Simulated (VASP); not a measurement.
Here is a VASP 6.6.1 calculation.

Contents of INCAR:

```
PREC = Accurate ; ENCUT = 520
EDIFF = 1E-6 ; ISMEAR = 0
SIGMA = 0.15 ; LREAL = F
LASPH = T ; NELM = 80
ALGO = Normal ; ISIF = 2
LWAVE = F ; LCHARG = T
GGA = PE ; IVDW = 12
LELF = T ; LVHAR = T
NBANDS = 24
```

File KPOINTS:

```
regular mesh
0
Gamma
  3 2 3
```

POSCAR

```
Mg12H
1.0
    6.4200000000      0.0000000000      0.0000000000
   -4.8150000000      8.3398250000      0.0000000000
    0.0000000000      0.0000000000      5.2130400000
Mg H
12 1
Direct
   -0.0012626773     -0.0008322717      0.0033212866
    0.1613381727      0.2197439395      0.5019825284
   -0.0001966714      0.3328972730      0.0038785430
    0.1690091863      0.5483333283      0.4974561868
    0.0011500947      0.6673770733     -0.0051282937
    0.1714944060      0.8976760304      0.4972020165
    0.5008798234     -0.0006356248      0.0048275095
    0.6697055894      0.2232548045      0.5076527324
    0.4963516561      0.3307793629      0.0030099520
    0.6553631538      0.5492106849      0.4967694474
    0.5001875547      0.6667275392      0.0054394365
    0.6684817770      0.8889848408      0.5052318801
    0.0013651359      0.6671252694      0.6008509430
```

Potentials or basis: VASP PAW PBE potentials, release 64 (Mg, H).

Launch:

```sh
$ cat potpaw_PBE.64/Mg/POTCAR potpaw_PBE.64/H/POTCAR > POTCAR
$ mpirun -np 1 vasp_std > vasp.out
```

(1) Predict the largest force.

(2) Predict the dispersion energy per atom.

(3) Estimate the pressure.

Results:

(1) 0.027 eV/Å.

(2) -0.267 eV.

(3) -2.2 GPa.

Caveat: the k points lie up to 0.40 Å⁻¹ apart.
